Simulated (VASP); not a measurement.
**GaSb: single point with PBEsol**

The system is GaSb.

```
Ga Sb
1.0
     0.00000    3.05567    3.05567
     3.05567    0.00000    3.05567
     3.05567    3.05567    0.00000
Ga Sb
1 1
Cartesian
  0.0000 0.0000 0.0000
  1.5278 1.5278 1.5278
```

```yaml
Program: VASP 6.6.1
Task: single point
Functional: PBEsol
Potentials_or_basis: VASP PAW PBE potentials, release 64 (Ga_d, Sb)
Cutoff: 500 eV
k_mesh: 10 × 10 × 10
Occupations: gaussian, width 0.01 eV
Spin: non-collinear spin, zero start, spin-orbit coupling
Starting_moments: "[[0.0, 0.0, 0.0], [0.0, 0.0, 0.0]] μB"
```

| Quantity | Value |
| --- | --- |
| Pressure | 0.1 GPa |
| Net moment | 0.00 μB per cell |
| Valence electrons inside the program's atomic spheres | Ga 11.64; Sb 2.50 |

Moments on the atoms (μB; x, y, z):
```
Ga  0.00 0.00 0.00
Sb  0.00 0.00 0.00
```

Wall time 5 min on 1 thread of Oxide Virtual Turin-like Processor, with other jobs on the host, peak memory 0.37 GiB.

Caveat: the PAW data sets were made with another functional, which shifts forces and pressure a little.
